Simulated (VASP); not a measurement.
# Ti (P6_3/mmc) in VASP: notebook, part 2 of 2

VASP 6.6.1. Earlier steps stand in the parts before.

**3. Single point, r2SCAN**

This run uses another cell than the first one, of 16.61 Å³/atom.

The input, POSCAR:

```
Ti
1.0
    2.9350879604      0.0000000000      0.0000000000
   -1.4675439802      2.5418607360      0.0000000000
    0.0000000000      0.0000000000      4.4529000000
Ti
2
Direct
    0.3333333333      0.6666666667      0.2500000000
    0.6666666667      0.3333333333      0.7500000000
```

The input, INCAR.step1:

```
PREC = Accurate ; ENCUT = 520
ISMEAR = 1 ; SIGMA = 0.05
LREAL = F ; LASPH = T
NELM = 60 ; NBANDS = 19
GGA = PE ; ALGO = Normal
EDIFF = 1E-4 ; LWAVE = T
LCHARG = F
```

The input, INCAR.step2:

```
PREC = Accurate ; ENCUT = 520
EDIFF = 1E-7 ; ISMEAR = 1
SIGMA = 0.05 ; LREAL = F
LASPH = T ; NELM = 60
ALGO = Normal ; ISIF = 2
LWAVE = F ; LCHARG = F
METAGGA = R2SCAN ; LMIXTAU = T
NBANDS = 19 ; ISTART = 1
```

The input, KPOINTS:

```
regular mesh
0
Gamma
  18 18 10
```

Potentials or basis: VASP PAW PBE potentials, release 64 (Ti_sv).

Launch:

```sh
> cat potpaw_PBE.64/Ti_sv/POTCAR > POTCAR
> cp INCAR.step1 INCAR
> mpirun -np 1 vasp_std > vasp.out
> cp INCAR.step2 INCAR
> mpirun -np 1 vasp_std > vasp.out
```

OUTCAR:

```text
PREC = Accurate
   ENCUT = 520
   EDIFF = 1E-7
   ISMEAR = 1
   LREAL = F
   LASPH = T
   NELM = 60
   ISIF = 2
   METAGGA = R2SCAN
   ISTART = 1

 ion  position               nearest neighbor table
   1  0.333  0.667  0.250-   2 2.80   2 2.80   2 2.80   2 2.80   2 2.80   2 2.80
   2  0.667  0.333  0.750-   1 2.80   1 2.80   1 2.80   1 2.80   1 2.80   1 2.80

  LATTYP: Found a hexagonal cell.
 ALAT       =     2.9350879604
 C/A-ratio  =     1.5171265938

  Lattice vectors:

 A1 = (   2.9350879604,   0.0000000000,   0.0000000000)
 A2 = (  -1.4675439802,   2.5418607360,   0.0000000000)
 A3 = (   0.0000000000,   0.0000000000,   4.4529000000)

Analysis of symmetry for initial positions (statically):
=====================================================================
 Subroutine PRICEL returns:
 Original cell was already a primitive cell.

 Routine SETGRP: Setting up the symmetry group for a
 hexagonal supercell.

 Subroutine GETGRP returns: Found 24 space group operations
 (whereof 12 operations were pure point group operations)
 out of a pool of 24 trial point group operations.

The static configuration has the point symmetry D_3d.
[... 160 lines left out ...]
  free energy    TOTEN  =       -25.86036971 eV

  energy without entropy =      -25.86036991  energy(sigma->0) =      -25.86036978

 E-fermi :   8.9242     XC(G=0): -12.6247

 val. band max:        8.9210388564   @ k =   0.1667   0.0000   0.3000
 cond. band min:       8.9262471383   @ k =   0.0556   0.0556   0.2000
 fundamental gap:      0.0052082819
 Fermi energy:         8.9241785794

 k-point     1 :       0.0000    0.0000    0.0000
  band No.  band energies     occupation
      1     -50.2877      2.00000
      2     -50.0888      2.00000
      3     -25.9454      2.00000
      4     -25.1731      2.00000
      5     -25.1731      2.00000
      6     -25.0296      2.00000
[... 505 lines left out ...]
      6     -25.3570      2.00000
[... 11 lines left out ...]
     18      12.9407      0.00000
     19      13.4343      0.00000

 [... further k-points ...]

------------------------ aborting loop because EDIFF is reached ----------------------------------------

  FORCE on cell =-STRESS in cart. coord.  units (eV):
  Direction    XX          YY          ZZ          XY          YZ          ZX
  --------------------------------------------------------------------------------------
  -------------------------------------------------------------------------------------
  Total        0.7778628      0.7778628      1.8961767      0.0000000     -0.0000000      0.0000000
  in kB       37.5143774     37.5143774     91.4478675      0.0000000     -0.0000000      0.0000000
  external PRESSURE =      55.4922074 kB  Pullay stress =       0.0000000 kB

 VOLUME and BASIS-vectors are now :
 -----------------------------------------------------------------------------
  energy-cutoff  :      520.00
  volume of cell :       33.22
      direct lattice vectors                 reciprocal lattice vectors
     2.935087960  0.000000000  0.000000000     0.340705292  0.196706292  0.000000000
    -1.467543980  2.541860736  0.000000000     0.000000000  0.393412584  0.000000000
     0.000000000  0.000000000  4.452900000     0.000000000  0.000000000  0.224572750

 POSITION                                       TOTAL-FORCE (eV/Angst)
 -----------------------------------------------------------------------------------
     -0.00000      1.69457      1.11322         0.000000     -0.000000      0.000000
      1.46754      0.84729      3.33967        -0.000000      0.000000      0.000000
 -----------------------------------------------------------------------------------
    total drift:                               -0.000000      0.000000     -0.000000

  FREE ENERGIE OF THE ION-ELECTRON SYSTEM (eV)
  ---------------------------------------------------
  free  energy   TOTEN  =       -25.8603697099 eV

  energy  without entropy=      -25.8603699145  energy(sigma->0) =      -25.86036978
```

Wall time 10 min (1 thread of Intel Xeon 8259CL, shared host); peak memory 0.25 GiB.

Results:

- Free energy: -25.8604 eV
- Pressure: 5.5 GPa
- Band gap on the k mesh: zero (bands 12 and 13 overlap by 1.24 eV)

Levels at points of the mesh, in eV from the Fermi level:
```csv
k point,band 8,band 9,band 10,band 11,band 12,band 13,band 14,band 15,band 16,band 17
"(0.00, 0.00, 0.00)",-33.95,-6.75,-3.02,0.79,0.79,1.13,1.26,1.44,1.44,1.64
"(0.50, 0.00, 0.00)",-34.01,-2.66,-2.50,-2.03,-1.00,0.36,0.89,1.49,3.54,3.85
"(0.00, 0.00, 0.50)",-34.02,-4.64,-4.64,0.21,0.21,0.62,0.62,0.62,0.62,3.17
"(0.50, 0.00, 0.50)",-34.14,-2.83,-2.83,-0.88,-0.88,1.30,1.30,1.82,1.82,3.73
```

Caveat: the stress differs along the axes, from 4 to 9 GPa; the PAW data sets were made with another functional, which shifts forces and pressure a little.
